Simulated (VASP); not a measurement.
A run of VASP 6.6.1 is set up as follows.

File INCAR:

```
PREC = Accurate
ENCUT = 600
EDIFF = 1E-6
ISMEAR = -1
SIGMA = 0.1
LREAL = F
LASPH = T
NELM = 100
ALGO = Normal
ISIF = 3
LWAVE = F
LCHARG = F
IBRION = 2
NSW = 80
EDIFFG = -0.01
```

Contents of KPOINTS:

```
regular mesh
0
Gamma
  9 9 4
```

POSCAR

```
TiSe
1.0
    3.5590000000      0.0000000000      0.0000000000
   -1.7795000000      3.0821800000      0.0000000000
    0.0000000000      0.0000000000      6.2200000000
Ti Se
2 2
Direct
    0.0000000000      0.0000000000      0.0000000000
    0.0000000000      0.0000000000      0.5000000000
    0.3333333333      0.6666666667      0.2500000000
    0.6666666667      0.3333333333      0.7500000000
```

Potentials or basis: VASP PAW LDA potentials, release 64 (Ti_sv, Se).

The run is started by

```bash
$ cat potpaw_LDA.64/Ti_sv/POTCAR potpaw_LDA.64/Se/POTCAR > POTCAR
$ mpirun -np 1 vasp_std > vasp.out
```

**Question.** Predict the relaxed cell.

**Answer.** a = 3.344 Å, b = 3.344 Å, c = 6.674 Å, α = 90.00°, β = 90.00°, γ = 120.00°.

**Question.** Estimate the space group after relaxing (to 0.1 Å).

**Answer.** P6_3/mmc (No. 194).

Step by step:
```csv
step,energy change (eV),largest force (eV/Å),pressure (GPa),volume (Å³)
1,0.0000,0.0000,-3.42,68.23
2,-0.1270,0.0000,2.25,64.65
3,-0.1386,0.0000,5.12,63.22
4,-0.2052,0.0000,4.09,63.22
5,-0.2228,0.0000,2.70,63.08
6,-0.2342,0.0000,3.15,63.15
7,-0.2475,0.0000,0.56,64.34
8,-0.2479,0.0000,0.12,64.57
9,-0.2479,0.0000,0.09,64.60
10,-0.2479,0.0000,0.04,64.63
11,-0.2480,0.0000,-0.01,64.63
12,-0.2480,0.0000,-0.07,64.63
```

LDA usually gives volumes a few per cent too small. Zero-point motion and thermal expansion aren't in these numbers.
